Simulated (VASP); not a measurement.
# Ta (Fd-3m) in VASP: further runs

Runs on Ta. Level: revPBE. Tasks: single point.

All numbers are computed with VASP 6.6.1; they aren't measurements. Logs are shortened: lines on timing, memory, paths and dates and some standing lists are left out, and cuts for length are marked.

## (1) The cell of the first run

The structure is cubic, space group Fd-3m (No. 227). The conventional cell has a = 6.145 Å, b = 6.145 Å, c = 6.145 Å, α = 90.00°, β = 90.00°, γ = 90.00°. Ta (site symmetry -43m) has 4 Ta at 2.66 Å within 3.5 Å.

## (2) Single point, revPBE

INCAR reads:

```
SYSTEM = Ta
ALGO = Normal
EDIFF = 1E-7
ENCUT = 520
GGA = RE
ISIF = 2
ISMEAR = -1
LASPH = .TRUE.
LCHARG = .FALSE.
LREAL = .FALSE.
LWAVE = .FALSE.
NBANDS = 18
NELM = 80
PREC = Accurate
SIGMA = 0.1
```

KPOINTS reads:

```
k-points
0
G
  9 9 9
  0 0 0
```

POSCAR reads:

```
Ta
1.0
    0.0000000000      3.0725185201      3.0725185201
    3.0725185201      0.0000000000      3.0725185201
    3.0725185201      3.0725185201      0.0000000000
Ta
2
Direct
    0.1250000000      0.1250000000      0.1250000000
    0.8750000000      0.8750000000      0.8750000000
```

Potentials or basis: VASP PAW PBE potentials, release 64 (Ta_pv).

Command:

```console
$ cat potpaw_PBE.64/Ta_pv/POTCAR > POTCAR
$ mpirun -np 1 vasp_std > vasp.out
```

OUTCAR:

```text
SYSTEM = Ta
   EDIFF = 1E-7
   ENCUT = 520
   GGA = RE
   ISIF = 2
   ISMEAR = -1
   LASPH = .TRUE.
   LREAL = .FALSE.
   NELM = 80
   PREC = Accurate

 ion  position               nearest neighbor table
   1  0.125  0.125  0.125-   2 2.66   2 2.66   2 2.66   2 2.66
   2  0.875  0.875  0.875-   1 2.66   1 2.66   1 2.66   1 2.66

  LATTYP: Found a face centered cubic cell.
 ALAT       =     6.1450370402

  Lattice vectors:

 A1 = (   0.0000000000,   3.0725185201,   3.0725185201)
 A2 = (   3.0725185201,   0.0000000000,   3.0725185201)
 A3 = (   3.0725185201,   3.0725185201,   0.0000000000)

Analysis of symmetry for initial positions (statically):
=====================================================================
 Subroutine PRICEL returns:
 Original cell was already a primitive cell.

 Routine SETGRP: Setting up the symmetry group for a
 face centered cubic supercell.

 Subroutine GETGRP returns: Found 48 space group operations
 (whereof 12 operations were pure point group operations)
 out of a pool of 48 trial point group operations.

The static configuration has the point symmetry D_3d.
 The point group associated with its full space group is O_h .

Analysis of symmetry for dynamics (positions and initial velocities):
=====================================================================
 Subroutine PRICEL returns:
 Original cell was already a primitive cell.

 Routine SETGRP: Setting up the symmetry group for a
 face centered cubic supercell.

 Subroutine GETGRP returns: Found 48 space group operations
 (whereof 12 operations were pure point group operations)
 out of a pool of 48 trial point group operations.

The dynamic configuration has the point symmetry D_3d.
 The point group associated with its full space group is O_h .

 Subroutine INISYM returns: Found 48 space group operations
 (whereof 12 operations are pure point group operations),
 and found     1 'primitive' translations

----------------------------------------------------------------------------------------

                                     Primitive cell

  volume of cell :      58.0114

  direct lattice vectors                    reciprocal lattice vectors
     0.000000000  3.072518520  3.072518520    -0.162732949  0.162732949  0.162732949
     3.072518520  0.000000000  3.072518520     0.162732949 -0.162732949  0.162732949
     3.072518520  3.072518520  0.000000000     0.162732949  0.162732949 -0.162732949

  length of vectors
     4.345197362  4.345197362  4.345197362     0.281861736  0.281861736  0.281861736

  position of ions in fractional coordinates (direct lattice)
     0.125000000  0.125000000  0.125000000
     0.875000000  0.875000000  0.875000000

  ion indices of the primitive-cell ions
   primitive index   ion index
                 1           1
                 2           2

----------------------------------------------------------------------------------------

 KPOINTS: k-points

Automatic generation of k-mesh.
 Grid dimensions read from file:
 generate k-points for:    9    9    9

 Generating k-lattice:

  Cartesian coordinates                     Fractional coordinates (reciprocal lattice)
    -0.018081439  0.018081439  0.018081439     0.111111111  0.000000000  0.000000000
     0.018081439 -0.018081439  0.018081439     0.000000000  0.111111111  0.000000000
     0.018081439  0.018081439 -0.018081439     0.000000000  0.000000000  0.111111111

  Length of vectors
     0.031317971  0.031317971  0.031317971

  Shift w.r.t. Gamma in fractional coordinates (k-lattice)
     0.000000000  0.000000000  0.000000000

 Subroutine IBZKPT returns following result:
 ===========================================

 Found     35 irreducible k-points:

 Following reciprocal coordinates:
            Coordinates               Weight
  0.000000  0.000000  0.000000      1.000000
  0.111111  0.000000  0.000000      8.000000
  0.222222  0.000000  0.000000      8.000000
  0.333333  0.000000  0.000000      8.000000
  0.444444  0.000000  0.000000      8.000000
  0.111111  0.111111  0.000000      6.000000
[... 16 lines left out ...]
 -0.333333  0.333333  0.000000     12.000000
  0.444444  0.444444  0.000000      6.000000
 [... further k-points ...]
   k-points           NKPTS =     35   k-points in BZ     NKDIM =     35   number of bands    NBANDS=     18
   number of dos      NEDOS =    301   number of ions     NIONS =      2
   total plane-waves  NPLWV =  32768
   dimension x,y,z NGX =    32 NGY =   32 NGZ =   32
   dimension x,y,z NGXF=    64 NGYF=   64 NGZF=   64
   ions per type =               2
   NGX,Y,Z   is equivalent  to a cutoff of  12.24, 12.24, 12.24 a.u.
   NGXF,Y,Z  is equivalent  to a cutoff of  24.49, 24.49, 24.49 a.u.
 SYSTEM =  Ta
   PREC   = accura    normal or accurate (medium, high low for compatibility)
   ISTART =      0    job   : 0-new  1-cont  2-samecut
   ICHARG =      2    charge: 1-file 2-atom 10-const
   ISPIN  =      1    spin polarized calculation?
   LNONCOLLINEAR =      F non collinear calculations
   LSORBIT =      F    spin-orbit coupling
   LASPH  =      T    aspherical Exc in radial PAW
   ENCUT  =  520.0 eV  38.22 Ry    6.18 a.u.   8.08  8.08  8.08*2*pi/ulx,y,z
   NELM   =     80;   NELMIN=  2; NELMDL= -5     # of ELM steps
   EDIFF  = 0.1E-06   stopping-criterion for ELM
   LREAL  =      F    real-space projection
   EDIFFG = 0.1E-05   stopping-criterion for IOM
   NSW    =      0    number of steps for IOM
   IBRION =     -1    ionic relax: 0-MD 1-quasi-New 2-CG
   NFREE  =      0    steps in history (QN), initial steepest desc. (CG)
   ISIF   =      2    stress and relaxation
   ISYM   =      2    0-nonsym 1-usesym 2-fastsym
   POTIM  = 0.5000    time-step for ionic-motion
   TEBEG  =    0.0;   TEEND  =   0.0 temperature during run
   PSTRESS=    0.0 pullay stress
   NELECT =      22.0000    total number of electrons
   NUPDOWN=      -1.0000    fix difference up-down
   EMIN   =  10.00;   EMAX   =-10.00  energy-range for DOS
   EFERMI =   0.00;   METHOD = LEGACY
   ISMEAR =    -1;   SIGMA  =   0.10  broadening in eV -4-tet -1-fermi 0-gaus
   EFERMI_NEDOS =   21; number of points for ismear=-14 and -15
   IALGO  =     38    algorithm
   IMIX   =      4    mixing-type and parameters
     AMIX     =   0.40;   BMIX     =  1.00
     AMIX_MAG =   1.60;   BMIX_MAG =  1.00
  volume/ion in A,a.u.               =      29.01       195.74
  Fermi-wavevector in a.u.,A,eV,Ry     =   1.184981  2.239289 19.105013  1.404179
  Thomas-Fermi vector in A             =   2.321184
   LORBIT       =      0    0 simple, 1 ext, 2 COOP (PROOUT), +10 PAW based schemes
   GGA     = RE    functional components
   LHFCALC =     F    Hartree Fock is set to
   AEXX    =    0.0000 exact exchange contribution
   IVDW    =     0    specifies the selected vdW correction
   LEPSILON=     F    determine dielectric tensor
   LRPA    =     F    only Hartree local field effects (RPA)
 non-spin polarized calculation
  energy-cutoff  :      520.00
  volume of cell :       58.01
 maximum number of plane-waves:      1580
   NGX = 17   NGY = 17   NGZ = 17

 number of electron      22.0000005 magnetization

 Free energy of the ion-electron system (eV)
  ---------------------------------------------------
  ext. energy  EPLUGINS =         0.00000000
  ---------------------------------------------------
  free energy    TOTEN  =       -17.18939154 eV

  energy without entropy =      -17.05622995  energy(sigma->0) =      -17.12281075

 E-fermi :   1.9645     XC(G=0):  -9.8705

 val. band max:        1.9635397703   @ k =  -0.4444   0.4444   0.1111
 cond. band min:       1.9739433112   @ k =   0.3333   0.2222   0.0000
 fundamental gap:      0.0104035408
 Fermi energy:         1.9645352484

 k-point     1 :       0.0000    0.0000    0.0000
  band No.  band energies     occupation
      1     -32.2145      2.00000
      2     -32.2145      2.00000
      3     -32.2145      2.00000
      4     -31.4643      2.00000
      5     -31.4643      2.00000
      6     -31.4643      2.00000
[... 10 lines left out ...]
     17       7.6236      0.00000
     18      11.7561      0.00000

 k-point     2 :       0.1111    0.0000    0.0000
  band No.  band energies     occupation
      1     -32.2250      2.00000
      2     -32.2250      2.00000
      3     -32.2129      2.00000
      4     -31.4676      2.00000
      5     -31.4532      2.00000
      6     -31.4532      2.00000
[... 10 lines left out ...]
     17       7.5801      0.00000
     18      11.4645      0.00000

 k-point     3 :       0.2222    0.0000    0.0000
  band No.  band energies     occupation
      1     -32.2501      2.00000
      2     -32.2501      2.00000
      3     -32.2090      2.00000
      4     -31.4758      2.00000
      5     -31.4266      2.00000
      6     -31.4266      2.00000
[... 10 lines left out ...]
     17       7.4251      0.00000
     18      10.3231      0.00000

 k-point     4 :       0.3333    0.0000    0.0000
  band No.  band energies     occupation
      1     -32.2768      2.00000
      2     -32.2768      2.00000
      3     -32.2050      2.00000
      4     -31.4844      2.00000
      5     -31.3981      2.00000
      6     -31.3981      2.00000
[... 375 lines left out ...]
      4     -31.7464      2.00000
      5     -31.3151      2.00000
      6     -31.2863      2.00000
[... 10 lines left out ...]
     17       6.7633      0.00000
     18       7.3147      0.00000

 k-point    23 :      -0.3333    0.3333    0.0000
  band No.  band energies     occupation
      1     -32.3917      2.00000
      2     -32.3363      2.00000
      3     -31.9937      2.00000
      4     -31.7008      2.00000
      5     -31.3346      2.00000
      6     -31.2835      2.00000
[... 10 lines left out ...]
     17       7.2951      0.00000
     18       7.4879      0.00000

 k-point    24 :       0.4444    0.4444    0.0000
  band No.  band energies     occupation
      1     -32.3729      2.00000
      2     -32.3729      2.00000
      3     -31.9165      2.00000
      4     -31.7873      2.00000
      5     -31.2956      2.00000
      6     -31.2956      2.00000
[... 10 lines left out ...]
     17       7.4102      0.00000
     18       7.4106      0.00000

 [... further k-points ...]

------------------------ aborting loop because EDIFF is reached ----------------------------------------

  FORCE on cell =-STRESS in cart. coord.  units (eV):
  Direction    XX          YY          ZZ          XY          YZ          ZX
  --------------------------------------------------------------------------------------
  -------------------------------------------------------------------------------------
  Total        0.0271033      0.0271033      0.0271033      0.0000000     -0.0000000      0.0000000
  in kB        0.7485462      0.7485462      0.7485462      0.0000000     -0.0000000      0.0000000
  external PRESSURE =       0.7485462 kB  Pullay stress =       0.0000000 kB

 VOLUME and BASIS-vectors are now :
 -----------------------------------------------------------------------------
  energy-cutoff  :      520.00
  volume of cell :       58.01
      direct lattice vectors                 reciprocal lattice vectors
     0.000000000  3.072518520  3.072518520    -0.162732949  0.162732949  0.162732949
     3.072518520  0.000000000  3.072518520     0.162732949 -0.162732949  0.162732949
     3.072518520  3.072518520  0.000000000     0.162732949  0.162732949 -0.162732949

 POSITION                                       TOTAL-FORCE (eV/Angst)
 -----------------------------------------------------------------------------------
      0.76813      0.76813      0.76813         0.000000     -0.000000     -0.000000
      5.37691      5.37691      5.37691        -0.000000      0.000000      0.000000
 -----------------------------------------------------------------------------------
    total drift:                                0.000000      0.000000     -0.000000

  FREE ENERGIE OF THE ION-ELECTRON SYSTEM (eV)
  ---------------------------------------------------
  free  energy   TOTEN  =       -17.1893915364 eV

  energy  without entropy=      -17.0562299539  energy(sigma->0) =      -17.12281075
```

Run time: 10 s. Hardware: 1 thread of Intel Xeon 6975P-C (Granite Rapids), shared host; peak memory 0.18 GiB.

What came out:

```yaml
Free_energy: -17.1894 eV
Pressure: 0.1 GPa
Band_gap_on_the_k_mesh: zero (band 11 reaches 2.33 eV, above the bottom of band 12 at 1.66 eV)
```

Caveat: the PAW data sets were made with another functional, which shifts forces and pressure a little; spin-orbit coupling is left out, which moves the levels of the heavy elements.

## (3) Single point, revPBE (volume scaled by 0.88)

INCAR reads:

```
SYSTEM = Ta
PREC = Accurate ; ENCUT = 520
EDIFF = 1E-7 ; ISMEAR = -1
SIGMA = 0.1 ; LREAL = .FALSE.
LASPH = .TRUE. ; NELM = 100
ALGO = Normal ; ISIF = 2
LWAVE = .FALSE. ; LCHARG = .FALSE.
GGA = RE ; NBANDS = 18
```

KPOINTS reads:

```
regular mesh
0
G
  10 10 10
  0 0 0
```

POSCAR reads:

```
Ta
1.0
    0.0000000000      2.9443452497      2.9443452497
    2.9443452497      0.0000000000      2.9443452497
    2.9443452497      2.9443452497      0.0000000000
Ta
2
Direct
    0.1250000000      0.1250000000      0.1250000000
    0.8750000000      0.8750000000      0.8750000000
```

Potentials or basis: VASP PAW PBE potentials, release 64 (Ta_pv).

Command:

```console
$ cat potpaw_PBE.64/Ta_pv/POTCAR > POTCAR
$ mpirun -np 1 vasp_std > vasp.out
```

It took 11 s on 1 thread of Intel Xeon 6975P-C (Granite Rapids), shared host; peak memory 0.18 GiB.

The run converged. Its results:

- Free energy: -16.9737 eV
- Pressure: 10.7 GPa
- Band gap on the k mesh: zero (band 11 reaches 3.17 eV, above the bottom of band 12 at 2.27 eV)

Levels at points of the mesh, in eV from the Fermi level:
```tsv
k point	band 8	band 9	band 10	band 11	band 12	band 13	band 14	band 15
(0.00, 0.00, 0.00)	-1.25	-1.25	-0.32	-0.32	-0.32	2.21	2.21	2.21
(0.50, 0.00, 0.00)	-1.49	-1.10	-1.10	-0.46	-0.46	0.07	3.53	3.53
(0.50, 0.50, 0.00)	-2.33	-0.82	-0.82	-0.35	-0.35	1.87	1.87	4.71
```

Caveat: the PAW data sets were made with another functional, which shifts forces and pressure a little; spin-orbit coupling is left out, which moves the levels of the heavy elements.

## (4) Single point, revPBE (volume scaled by 0.92)

INCAR reads:

```
PREC = Accurate
ENCUT = 520
EDIFF = 1E-6
ISMEAR = -1
SIGMA = 0.1
LREAL = F
LASPH = T
NELM = 80
ALGO = Normal
ISIF = 2
LWAVE = F
LCHARG = F
GGA = RE
NBANDS = 18
```

KPOINTS reads:

```
regular mesh
0
Gamma
  10 10 10
```

POSCAR reads:

```
Ta
1.0
    0.0000000000      2.9882971810      2.9882971810
    2.9882971810      0.0000000000      2.9882971810
    2.9882971810      2.9882971810      0.0000000000
Ta
2
Direct
    0.1250000000      0.1250000000      0.1250000000
    0.8750000000      0.8750000000      0.8750000000
```

Command:

```console
$ cat potpaw_PBE.64/Ta_pv/POTCAR > POTCAR
$ mpirun -np 1 vasp_std > vasp.out
```

Wall time 11 s (1 thread of Intel Xeon 6975P-C (Granite Rapids), shared host); peak memory 0.19 GiB.

It converged, with:

```yaml
Free_energy: -17.0982 eV
Pressure: 6.5 GPa
Band_gap_on_the_k_mesh: zero (band 11 reaches 2.89 eV, above the bottom of band 12 at 2.04 eV)
```

Levels at points of the mesh, in eV from the Fermi level:
```csv
k point,band 9,band 10,band 11,band 12,band 13,band 14
"(0.00, 0.00, 0.00)",-1.12,-0.31,-0.31,-0.31,2.12,2.12
"(0.50, 0.00, 0.00)",-0.98,-0.98,-0.41,-0.41,-0.03,3.37
"(0.50, 0.50, 0.00)",-0.93,-0.93,-0.30,-0.30,1.85,1.85
```

Caveat: the PAW data sets were made with another functional, which shifts forces and pressure a little; spin-orbit coupling is left out, which moves the levels of the heavy elements.

## (5) The runs side by side

| cell | k mesh | gap on the mesh (eV) | pressure (GPa) |
| --- | --- | --- | --- |
| a = 4.345 Å, angles 60.0°, 2 atoms | 9 × 9 × 9 | none | 0.1 |
| a = 4.164 Å, angles 60.0°, 2 atoms | 10 × 10 × 10 | none | 10.7 |
| a = 4.226 Å, angles 60.0°, 2 atoms | 10 × 10 × 10 | none | 6.5 |

Alike in all rows: task single point; level revPBE; potentials or basis VASP PAW PBE potentials, release 64 (Ta_pv); no spin polarisation; cutoff (eV) 520; smearing fermi-dirac 0.1 eV.

Caveats: the PAW data sets were made with another functional, which shifts forces and pressure a little; spin-orbit coupling is left out, which moves the levels of the heavy elements.

Total energies depend on the potentials used, so only differences within one code and one set of settings carry meaning.
